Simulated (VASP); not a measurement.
# ZnS (P6_3mc) in VASP: further runs, part 3 of 3

VASP 6.6.1. Earlier steps stand in the parts before.

## Step 6: Single point, r2SCAN (strain +0.0175 x Voigt [0, 0, 1, 0, 0, 0])

Input file POSCAR:

```
ZnS
1.0
    3.8067217484      0.0000000000      0.0000000000
   -1.9033608742      3.2967177392      0.0000000000
    0.0000000000      0.0000000000      6.3550355171
Zn S
2 2
Direct
    0.3333333333      0.6666666667      0.0053880718
    0.6666666667      0.3333333333      0.5053880718
    0.3333333333      0.6666666667      0.3796119282
    0.6666666667      0.3333333333      0.8796119282
```

Input file INCAR.step1:

```
PREC = Accurate
ENCUT = 520
ISMEAR = 0
SIGMA = 0.05
LREAL = False
LASPH = True
NELM = 60
NBANDS = 26
GGA = PE
ALGO = Normal
EDIFF = 1E-4
LWAVE = True
LCHARG = False
```

Input file INCAR.step2:

```
PREC = Accurate
ENCUT = 520
EDIFF = 1E-6
ISMEAR = 0
SIGMA = 0.05
LREAL = False
LASPH = True
NELM = 60
ALGO = Normal
ISIF = 2
LWAVE = False
LCHARG = True
METAGGA = R2SCAN
LMIXTAU = True
LELF = True
LVHAR = True
NBANDS = 26
ISTART = 1
```

Input file KPOINTS:

```
regular mesh
0
Gamma
  6 6 4
```

Potentials or basis: VASP PAW PBE potentials, release 64 (Zn, S).

Command:

```
$ cat potpaw_PBE.64/Zn/POTCAR potpaw_PBE.64/S/POTCAR > POTCAR
$ cp INCAR.step1 INCAR
$ mpirun -np 1 vasp_std > vasp.out
$ cp INCAR.step2 INCAR
$ mpirun -np 1 vasp_std > vasp.out
```

OUTCAR:

```text
PREC = Accurate
   ENCUT = 520
   EDIFF = 1E-6
   ISMEAR = 0
   LREAL = False
   LASPH = True
   NELM = 60
   ISIF = 2
   METAGGA = R2SCAN
   ISTART = 1

 ion  position               nearest neighbor table
   1  0.333  0.667  0.005-   4 2.34   4 2.34   4 2.34   3 2.38
   2  0.667  0.333  0.505-   3 2.34   3 2.34   3 2.34   4 2.38
   3  0.333  0.667  0.380-   2 2.34   2 2.34   2 2.34   1 2.38
   4  0.667  0.333  0.880-   1 2.34   1 2.34   1 2.34   2 2.38

  LATTYP: Found a hexagonal cell.
 ALAT       =     3.8067217484
 C/A-ratio  =     1.6694247537

  Lattice vectors:

 A1 = (   3.8067217484,   0.0000000000,   0.0000000000)
 A2 = (  -1.9033608742,   3.2967177392,   0.0000000000)
 A3 = (   0.0000000000,   0.0000000000,   6.3550355171)

Analysis of symmetry for initial positions (statically):
=====================================================================
 Subroutine PRICEL returns:
 Original cell was already a primitive cell.

 Routine SETGRP: Setting up the symmetry group for a
 hexagonal supercell.

[... 165 lines left out ...]

  energy without entropy =      -37.70820634  energy(sigma->0) =      -37.70820634

 E-fermi :   1.9831     XC(G=0): -10.2236

 val. band max:        1.7746427791   @ k =   0.0000   0.0000   0.0000
 cond. band min:       4.4309236225   @ k =   0.0000   0.0000   0.0000
 fundamental gap:      2.6562808434
 Fermi energy:         1.9830854117

 k-point     1 :       0.0000    0.0000    0.0000
  band No.  band energies     occupation
      1     -11.8724      2.00000
      2     -10.9849      2.00000
      3      -4.7073      2.00000
      4      -4.7067      2.00000
      5      -4.7067      2.00000
      6      -4.6238      2.00000
[... 598 lines left out ...]
     25      12.0238      0.00000
     26      12.0238      0.00000

------------------------ aborting loop because EDIFF is reached ----------------------------------------

  FORCE on cell =-STRESS in cart. coord.  units (eV):
  Direction    XX          YY          ZZ          XY          YZ          ZX
  --------------------------------------------------------------------------------------
  -------------------------------------------------------------------------------------
  Total       -0.2218664     -0.2218664     -1.4375471      0.0000000     -0.0000000      0.0000000
  in kB       -4.4570889     -4.4570889    -28.8789758      0.0000000     -0.0000000      0.0000000
  external PRESSURE =     -12.5977179 kB  Pullay stress =       0.0000000 kB

 VOLUME and BASIS-vectors are now :
 -----------------------------------------------------------------------------
  energy-cutoff  :      520.00
  volume of cell :       79.75
      direct lattice vectors                 reciprocal lattice vectors
     3.806721748  0.000000000  0.000000000     0.262693222  0.151666002  0.000000000
    -1.903360874  3.296717739  0.000000000     0.000000000  0.303332004  0.000000000
     0.000000000  0.000000000  6.355035517     0.000000000  0.000000000  0.157355533

 POSITION                                       TOTAL-FORCE (eV/Angst)
 -----------------------------------------------------------------------------------
     -0.00000      2.19781      0.03424         0.000000     -0.000000      0.100320
      1.90336      1.09891      3.21176        -0.000000      0.000000      0.100320
     -0.00000      2.19781      2.41245        -0.000000      0.000000     -0.100320
      1.90336      1.09891      5.58997        -0.000000      0.000000     -0.100320
 -----------------------------------------------------------------------------------
    total drift:                               -0.000000      0.000000      0.055032

  FREE ENERGIE OF THE ION-ELECTRON SYSTEM (eV)
  ---------------------------------------------------
  free  energy   TOTEN  =       -37.7082063448 eV

  energy  without entropy=      -37.7082063448  energy(sigma->0) =      -37.70820634
```

OSZICAR.step1:

```text
N       E                     dE             d eps       ncg     rms          rms(c)
DAV:   1     0.246827260181E+03    0.24683E+03   -0.17311E+04  1092   0.167E+03
DAV:   2     0.104266985539E+02   -0.23640E+03   -0.22473E+03  1166   0.353E+02
DAV:   3    -0.139288457510E+02   -0.24356E+02   -0.24131E+02  1276   0.113E+02
DAV:   4    -0.145283403596E+02   -0.59949E+00   -0.59819E+00  1246   0.178E+01
DAV:   5    -0.145380125745E+02   -0.96722E-02   -0.96696E-02  1318   0.220E+00    0.958E+00
DAV:   6    -0.136898753365E+02    0.84814E+00   -0.16330E+00  1642   0.367E+01    0.738E+00
DAV:   7    -0.136853625599E+02    0.45128E-02   -0.12058E+00  1150   0.641E+00    0.339E+00
DAV:   8    -0.136791988317E+02    0.61637E-02   -0.35414E-02  1344   0.183E+00    0.939E-01
DAV:   9    -0.136797527170E+02   -0.55389E-03   -0.86580E-03  1482   0.132E+00    0.225E-01
DAV:  10    -0.136799048080E+02   -0.15209E-03   -0.61519E-04  1242   0.327E-01    0.924E-02
DAV:  11    -0.136801227867E+02   -0.21798E-03   -0.34383E-04  1084   0.121E-01    0.593E-02
DAV:  12    -0.136801216408E+02    0.11460E-05   -0.13882E-05   606   0.353E-02
   1 F= -.13680122E+02 E0= -.13680122E+02  d E =-.155120E-15
```

Run time: 3.4 min. Hardware: 1 thread of AMD EPYC 7R43 (Zen 3), shared host; peak memory 0.18 GiB.

Results:

```yaml
Free_energy: -37.7082 eV
Pressure: -1.3 GPa
Largest_force: 0.100 eV/Å
Band_gap_on_the_k_mesh: 2.66 eV, direct
```

Forces in eV/Å, atoms in the order of the input:
```
Zn   0.000  0.000  0.100
Zn   0.000  0.000  0.100
S    0.000  0.000 -0.100
S    0.000  0.000 -0.100
```

Stress tensor (GPa, compression positive):
```
-0.45  0.00  0.00
 0.00 -0.45  0.00
 0.00  0.00 -2.89
```

Levels at points of the mesh, in eV from the valence-band top:
| k point | band 16 | band 17 | band 18 | band 19 | band 20 | band 21 |
| --- | --- | --- | --- | --- | --- | --- |
| (0.00, 0.00, 0.00) | -0.15 | 0.00 | 0.00 | 2.66 | 3.69 | 6.87 |
| (0.50, 0.00, 0.00) | -2.21 | -1.69 | -0.92 | 4.11 | 4.67 | 5.38 |
| (0.00, 0.00, 0.50) | -0.44 | -0.44 | -0.44 | 4.10 | 4.10 | 7.19 |
| (0.50, 0.00, 0.50) | -1.70 | -1.61 | -1.61 | 3.90 | 3.90 | 5.62 |

Caveat: the cell differs from its parent crystal (strain +0.0175 x Voigt [0, 0, 1, 0, 0, 0]); the PAW data sets were made with another functional, which shifts forces and pressure a little.

## Step 7: The runs side by side

| cell | gap on the mesh (eV) | pressure (GPa) | largest force (eV/Å) |
| --- | --- | --- | --- |
| a = 3.807, b = 3.807, c = 6.277 Å, angles 90.0, 90.0, 120.0°, 4 atoms | 2.75 | -0.4 | 0.04 |
| a = 3.807, b = 3.807, c = 6.308 Å, angles 90.0, 90.0, 120.0°, 4 atoms | 2.71 | -0.7 | 0.07 |
| a = 3.807, b = 3.807, c = 6.339 Å, angles 90.0, 90.0, 120.0°, 4 atoms | 2.67 | -1.1 | 0.09 |
| a = 3.807, b = 3.807, c = 6.371 Å, angles 90.0, 90.0, 120.0°, 4 atoms | 2.64 | -1.4 | 0.11 |
| a = 3.807, b = 3.807, c = 6.355 Å, angles 90.0, 90.0, 120.0°, 4 atoms | 2.66 | -1.3 | 0.10 |

Alike in all rows: task single point; level r2SCAN; potentials or basis VASP PAW PBE potentials, release 64 (Zn, S); no spin polarisation; k mesh 6 × 6 × 4; cutoff (eV) 520; smearing gaussian 0.05 eV.

Caveats: the PAW data sets were made with another functional, which shifts forces and pressure a little.

Absolute energies hang on the potentials; compare differences alone.
